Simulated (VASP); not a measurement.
Runs of VASP 6.6.1 on N. The structure is that of space group Fm-3m (No. 225), or close to it. The cells are those of the table. 

| cell | gap on the mesh (eV) | pressure (GPa) |
| --- | --- | --- |
| a = 2.168 Å, angles 60.0°, 1 atom | none | (a) |
| a = 2.137 Å, angles 60.0°, 1 atom | none | 19.6 |
| a = 2.197 Å, angles 60.0°, 1 atom | none | 0.9 |
| a = 2.226 Å, angles 60.0°, 1 atom | none | -6.1 |
| a = 2.255 Å, angles 60.0°, 1 atom | none | (b) |

Alike in all rows: task single point; level r2SCAN; potentials or basis VASP PAW PBE potentials, release 64 (N); no spin polarisation; k mesh 13 × 13 × 13; cutoff (eV) 520; smearing gaussian 0.15 eV.

Q: Estimate the missing entries.

A: (a) 9.2; (b) -11.9.

Caveats: the PAW data sets were made with another functional, which shifts forces and pressure a little.

A gap of «none» marks levels without a gap at the run's occupations.
